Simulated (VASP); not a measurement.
MoS2:

```xyz
3
Lattice="6.3832 0.0000 0.0000 5.5955 3.0716 0.0000 5.5955 1.4348 2.7159" Properties=species:S:1:pos:R:3 pbc="T T T"
Mo    0.0000    0.0000    0.0000
S    13.1807    3.3798    2.0369
S     4.3936    1.1266    0.6790
```

Base run:

```yaml
Program: VASP 6.6.1
Functional: PBEsol
Potentials_or_basis: VASP PAW PBE potentials, release 64 (Mo_sv, S)
Cutoff: 520 eV
k_mesh: 12 × 12 × 12
Occupations: fermi-dirac, width 0.1 eV
Spin: no spin polarisation
```

Its results: band gap on the k mesh zero (bands 13 and 14 overlap by 0.75 eV); pressure 3.0 GPa; largest force 0.766 eV/Å.

Question: The run is repeated on the same cell with these changes: functional from PBEsol to LDA; potentials or basis from VASP PAW PBE potentials, release 64 (Mo_sv, S) to VASP PAW LDA potentials, release 64 (Mo_sv, S). What comes out?

Answer: Band gap on the k mesh zero (bands 13 and 14 overlap by 0.73 eV); pressure 0.3 GPa; largest force 0.601 eV/Å.

Caveats: the PAW data sets were made with another functional, which shifts forces and pressure a little (at least some runs).
